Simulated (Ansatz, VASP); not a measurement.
# LiH in VASP and in Ansatz

```
Li H
1.0
     3.35350    0.00000    0.00000
    -1.67675    2.90422    0.00000
     0.00000    0.00000    4.01867
Li H
2 2
Direct
  0.33333 0.66667 0.93750
  0.66667 0.33333 0.43750
  0.33333 0.66667 0.43750
  0.66667 0.33333 0.93750
```

Change from the starting cell: epitaxial_xy strain +3.0%.

Alike in both runs: task single point; functional HSE06; k mesh 6 × 6 × 4; no spin polarisation.

```csv
,VASP,Ansatz
version,VASP 6.6.1,Ansatz 0.2.0
potentials or method,"VASP PAW PBE potentials, release 64 (Li_sv, H)","plane waves, PAW"
plane-wave cutoff (eV),520,420
occupations,"gaussian, width 0.01 eV",fixed
valence electrons in the cell,8,8
```

|  | VASP | Ansatz | Ansatz less VASP |
| --- | --- | --- | --- |
| gap on the k mesh at the Fermi level (eV) | 2.51 | 2.51 | +0.002 |

Ansatz's warnings: stress exchange threshold loose, stress scf threshold loose.

Noted on VASP's run: the cutoff is short for stress, so the pressure is rough.
